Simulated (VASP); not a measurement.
Runs of VASP 6.6.1 on InSb. The structure is that of space group P4/mmm (No. 123), or close to it. The cells are those of the table. 

```tsv
task	cell	k mesh	cutoff (eV)	gap on the mesh (eV)	pressure (GPa)	largest force (eV/Å)
single point	a = 5.765, b = 5.765, c = 8.864 Å, 6 atoms	4 × 4 × 2	520	none	-0.1	0.03
single point	a = 4.457, b = 4.457, c = 9.661 Å, 6 atoms	4 × 4 × 2	520	none	27.7	0.40
single point	a = 5.804, b = 5.804, c = 8.656 Å, 6 atoms	8 × 8 × 4	520	none	0.0	(a)
relaxation of cell and atoms	relaxed from a = 4.457, b = 4.457, c = 9.661 Å, 6 atoms	4 × 4 × 2	600	none	-0.1	0.03
```

Alike in all rows: level PBE; potentials or basis VASP PAW PBE potentials, release 64 (In_d, Sb); no spin polarisation; smearing gaussian 0.1 eV.

Estimate the missing entries.

(a) 0.01.

Caveats: spin-orbit coupling is left out, which moves the levels of the heavy elements.

A k mesh can miss the band edges, and the runs leave out spin-orbit coupling on In, Sb.

A gap of «none» marks levels without a gap at the run's occupations.
